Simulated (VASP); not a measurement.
**Sb: single point with r2SCAN**

Crystal: Sb.

```
Sb
1.0
     3.34312    0.00000    0.00000
    -1.67156    2.89523    0.00000
     0.00000    0.00000    5.51459
Sb
2
Direct
  0.33333 0.66667 0.25000
  0.66667 0.33333 0.75000
```

This isn't the form of Sb at room conditions, which is rhombohedral.

| Quantity | Value |
| --- | --- |
| Program | VASP 6.6.1 |
| Task | single point |
| Functional | r2SCAN |
| Potentials or basis | VASP PAW PBE potentials, release 64 (Sb) |
| Cutoff | 520 eV |
| k mesh | 12 × 12 × 8 |
| Occupations | gaussian, width 0.1 eV |
| Spin | no spin polarisation |
| Dipole correction | no |
| Further INCAR settings | ALGO = Normal; EDIFF = 1e-06; NBANDS = 12 |

```yaml
Pressure: 0.9 GPa
Band_gap_on_the_k_mesh: zero (bands 5 and 6 overlap by 8.23 eV)
```

Levels at points of the mesh, in eV from the Fermi level:
| k point | band 2 | band 3 | band 4 | band 5 | band 6 | band 7 | band 8 | band 9 |
| --- | --- | --- | --- | --- | --- | --- | --- | --- |
| (0.00, 0.00, 0.00) | -9.71 | -6.26 | 3.89 | 3.89 | 5.59 | 5.61 | 5.61 | 8.43 |
| (0.50, 0.00, 0.00) | -8.41 | -4.62 | -3.42 | -2.49 | -0.14 | 0.42 | 3.83 | 4.82 |
| (0.00, 0.00, 0.50) | -12.40 | -0.98 | -0.98 | 4.74 | 4.74 | 4.74 | 4.74 | 9.37 |
| (0.50, 0.00, 0.50) | -8.85 | -5.73 | -5.73 | 1.71 | 1.71 | 1.79 | 1.79 | 6.28 |

Run time: 4.2 min on 1 thread of Intel Xeon 8259CL (shared host), peak memory 0.21 GiB.

Caveat: the PAW data sets were made with another functional, which shifts forces and pressure a little; spin-orbit coupling is left out, which moves the levels of the heavy elements.
